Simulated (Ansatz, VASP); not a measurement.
**One calculation of BiTe, two programs**

The input INCAR:

```
SYSTEM = BiTe
PREC = Accurate ; ENCUT = 520
EDIFF = 1E-6 ; ISMEAR = -1
SIGMA = 0.03 ; LREAL = .FALSE.
LASPH = .TRUE. ; NELM = 80
ALGO = Normal ; ISIF = 2
LWAVE = .FALSE. ; LCHARG = .FALSE.
GGA = PE ; NBANDS = 18
```

Contents of KPOINTS:

```
regular mesh
0
G
  10 10 10
  0 0 0
```

Contents of POSCAR:

```
BiTe
1.0
    0.0000000000      3.2350000000      3.2350000000
    3.2350000000      0.0000000000      3.2350000000
    3.2350000000      3.2350000000      0.0000000000
Bi Te
1 1
Direct
    0.0000000000      0.0000000000      0.0000000000
    0.5000000000      0.5000000000      0.5000000000
```

Input for Ansatz:

```yaml
crystal:
  lattice:
    - [0.0, 3.235, 3.235]
    - [3.235, 0.0, 3.235]
    - [3.235, 3.235, 0.0]
  atoms:
    - { symbol: Bi, position: [0.0, 0.0, 0.0] }
    - { symbol: Te, position: [0.5, 0.5, 0.5] }
kpoints:
  mp_grid: { grid: [10, 10, 10] }
  band_path:
    path:
      - [0.0, 0.0, 0.0]
      - [0.5, 0.0, 0.5]
      - [0.625, 0.25, 0.625]
      - [0.375, 0.375, 0.75]
      - [0.0, 0.0, 0.0]
      - [0.5, 0.5, 0.5]
      - [0.5, 0.25, 0.75]
      - [0.5, 0.0, 0.5]
    npoints: 5
scf:
  occupations: { method: fermi_dirac, width: 0.03 }
hamiltonian:
  xc: pbe
  pseudopotentials:
    kind: all_electron
    lapw: { basis_error: 0.00025 }
    relativity: none
output:
  forces: true
  stress: true
  eigenvalues: true
```

Alike in both runs: task single point; functional PBE; k mesh 10 × 10 × 10; occupations fermi-dirac, width 0.03 eV; no spin polarisation.

```csv
,VASP,Ansatz
version,VASP 6.6.1,Ansatz 0.2.0
potentials or method,"VASP PAW PBE potentials, release 64 (Bi_d, Te), cutoff 520 eV","all-electron LAPW, non-relativistic"
```

|  | VASP | Ansatz | Ansatz less VASP |
| --- | --- | --- | --- |
| pressure (GPa) | 0.7 | 2.2 | +1.51 |

Ansatz ran all-electron here, and VASP with PAW potentials.

Neither program's run includes spin-orbit coupling.
